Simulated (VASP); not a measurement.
A run of VASP 6.6.1:

File INCAR:

```
SYSTEM = GaN
  PREC = Accurate
  ENCUT = 600
  EDIFF = 1E-8
  ISMEAR = 0
  SIGMA = 0.01
  LREAL = .False.
  LASPH = .True.
  NELM = 60
  ALGO = Normal
  ISIF = 3
  LWAVE = .False.
  LCHARG = .True.
  GGA = PS
  NBANDS = 16
  IBRION = 6
  NFREE = 2
  POTIM = 0.015
  NSW = 1
```

The input KPOINTS:

```
Automatic mesh
0
Gamma
  9 9 9
  0 0 0
```

POSCAR

```
GaN
1.0
    0.0000000000      2.2490168503      2.2490168503
    2.2490168503      0.0000000000      2.2490168503
    2.2490168503      2.2490168503      0.0000000000
Ga N
1 1
Direct
    0.0000000000      0.0000000000      0.0000000000
    0.7500000000      0.7500000000      0.7500000000
```

Potentials or basis: VASP PAW PBE potentials, release 64 (Ga_d, N).

Run with:

```sh
$ cat potpaw_PBE.64/Ga_d/POTCAR potpaw_PBE.64/N/POTCAR > POTCAR
$ mpirun -np 1 vasp_std > vasp.out
```

Hardware: 1 thread of Intel(R) Xeon(R) Platinum 8259CL CPU @ 2.50GHz (Skylake/Cascade Lake) (shared host).

How long does it take, and how much memory?

It took 11 min on 1 thread of Intel(R) Xeon(R) Platinum 8259CL CPU @ 2.50GHz (Skylake/Cascade Lake), with other jobs on the host, peak memory 0.3 GiB. Counts: scf iterations 170, k points 35.
